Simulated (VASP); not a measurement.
Crystal: BeS.

```
Be S
1.0
     2.94139    0.00000    0.00000
     0.00000    2.94139    0.00000
     0.00000    0.00000    2.94139
Be S
1 1
Cartesian
  0.0000 0.0000 0.0000
  1.4707 1.4707 1.4707
```

Base run:

* Program: VASP 6.6.1
* Functional: PBEsol
* Potentials or basis: VASP PAW PBE potentials, release 64 (Be, S)
* Cutoff: 520 eV
* k mesh: 6 × 6 × 6
* Occupations: fermi-dirac, width 0.02 eV
* Spin: no spin polarisation

Its results: band gap on the k mesh zero (band 4 reaches 7.74 eV, above the bottom of band 5 at 6.51 eV); pressure -4.9 GPa.

Q: The run is repeated on the same cell with these changes: functional from PBEsol to PBE-based screened hybrid; k mesh from 6 × 6 × 6 to 4 × 4 × 4. What comes out?

A: Band gap on the k mesh zero (band 4 reaches 7.84 eV, above the bottom of band 5 at 6.19 eV); pressure -3.3 GPa.

Several settings changed at once, so the effect can't be laid on one alone.

Caveats: some runs use coarse meshes; the PAW data sets were made with another functional, which shifts forces and pressure a little.
